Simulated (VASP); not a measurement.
Wanted: the native input for a VASP 6.6.1 run.

| Property | Result |
| --- | --- |
| Task | single point |
| Functional | PBEsol |
| Potentials or basis | VASP PAW PBE potentials, release 64 (S, Mg, Ca_sv) |
| Cutoff | 520 eV |
| k mesh | 1 × 1 × 1, shifted |
| Occupations | fermi-dirac, width 0.05 eV |
| Spin | no spin polarisation |
| Dipole correction | no |
| Further INCAR settings | LREAL = Auto; ALGO = Normal; EDIFF = 1e-06; NBANDS = 182 |

The structure of CaMg7S8 lies in POSCAR:

```
CaMg7S8
1.0
   10.5025377822      0.0000000000      0.0000000000
    0.0000000000     10.5025377822      0.0000000000
    0.0000000000      0.0000000000     10.5025377822
S Mg Ca
32 28 4
Direct
    0.2407620000      0.9977870000      0.0019270000
    0.2487380000      0.9895720000      0.4981950000
    0.2488970000      0.5003450000      0.0009780000
    0.2501630000      0.5084310000      0.4996630000
    0.7592080000      0.9991880000      0.0095280000
    0.7511090000      0.9978440000      0.4906260000
    0.7517040000      0.4993410000      0.0023790000
    0.7503260000      0.5004890000      0.4983480000
    0.9983410000      0.2505350000      0.9983110000
    0.9908000000      0.2491780000      0.5022350000
    0.9994770000      0.7477690000      0.9996540000
    0.9981520000      0.7489870000      0.5009520000
    0.5021970000      0.2583180000      0.9911810000
    0.5097080000      0.2502840000      0.5096740000
    0.5008140000      0.7398890000      0.9984810000
    0.5021810000      0.7478070000      0.5024000000
    0.0021450000      0.9978090000      0.2522870000
    0.0096900000      0.9991710000      0.7483670000
    0.0010290000      0.5005760000      0.2509430000
    0.0023580000      0.4993550000      0.7496480000
    0.4983070000      0.9900430000      0.2593980000
    0.4907810000      0.9980730000      0.7409060000
    0.4996870000      0.5084700000      0.2521040000
    0.4983210000      0.5005630000      0.7481780000
    0.2413110000      0.2491660000      0.2410770000
    0.2493950000      0.2505210000      0.7599790000
    0.2488070000      0.7490240000      0.2482030000
    0.2501850000      0.7478820000      0.7522440000
    0.7597540000      0.2505850000      0.2486620000
    0.7517700000      0.2587990000      0.7523870000
    0.7516130000      0.7480110000      0.2496150000
    0.7503510000      0.7399410000      0.7509220000
    0.0011210000      0.9987080000      0.0021340000
    0.0000730000      0.9969330000      0.4987210000
    0.0001840000      0.4995240000      0.0002930000
    0.9985800000      0.5011970000      0.5002910000
    0.5001330000      0.9946980000      0.5001430000
    0.5002920000      0.5004640000      0.9983760000
    0.5018740000      0.5026780000      0.5016780000
    0.2457430000      0.2514670000      0.9994150000
    0.2478940000      0.7471200000      0.0003270000
    0.2496880000      0.7488150000      0.5002090000
    0.7536450000      0.2531700000      0.0004040000
    0.7515890000      0.2516900000      0.5002530000
    0.7520810000      0.7453560000      0.0018310000
    0.7504840000      0.7472510000      0.4985270000
    0.2468410000      0.9951860000      0.2501940000
    0.2489000000      0.9966910000      0.7503630000
    0.2484170000      0.5030170000      0.2487610000
    0.2500240000      0.5011140000      0.7520670000
    0.7547260000      0.9969130000      0.2511870000
    0.7526140000      0.5012370000      0.2502640000
    0.7508050000      0.4995580000      0.7503810000
    0.9993920000      0.2496160000      0.2484800000
    0.0004310000      0.2514260000      0.7518890000
    0.0003240000      0.7488160000      0.2503130000
    0.0019320000      0.7471410000      0.7503160000
    0.5003660000      0.2536720000      0.7504400000
    0.5002240000      0.7478960000      0.2522310000
    0.4986350000      0.7457100000      0.7489240000
    0.4985680000      0.9974560000      0.0001710000
    0.2485460000      0.2492320000      0.5019410000
    0.7519430000      0.9991420000      0.7486680000
    0.5019470000      0.2509240000      0.2504130000
```

One way to write it, as run:

INCAR

```
SYSTEM = CaMg7S8
PREC = Accurate ; ENCUT = 520
EDIFF = 1E-6 ; ISMEAR = -1
SIGMA = 0.05 ; LREAL = Auto
LASPH = .True. ; NELM = 60
ALGO = Normal ; ISIF = 2
LWAVE = .False. ; LCHARG = .False.
GGA = PS ; NBANDS = 182
```

KPOINTS

```
Automatic mesh
0
Gamma
  1 1 1
  0.5 0.5 0.5
```

Potentials or basis: VASP PAW PBE potentials, release 64 (S, Mg, Ca_sv).

Launch:

```console
$ cat potpaw_PBE.64/S/POTCAR potpaw_PBE.64/Mg/POTCAR potpaw_PBE.64/Ca_sv/POTCAR > POTCAR
$ mpirun -np 1 vasp_std > vasp.out
```

Results of the run:

```
Pressure               : -0.1 GPa
Largest force          : 0.031 eV/Å
Band gap on the k mesh : 3.97 eV
```

Caveat: the k points lie up to 0.60 Å⁻¹ apart; the PAW data sets were made with another functional, which shifts forces and pressure a little; a shifted mesh leaves out Γ, where band edges can lie.

Run time: 7.2 min on 1 thread of Intel(R) Xeon(R) Platinum 8259CL CPU @ 2.50GHz (Skylake/Cascade Lake), with other jobs on the host, peak memory 1 GiB.
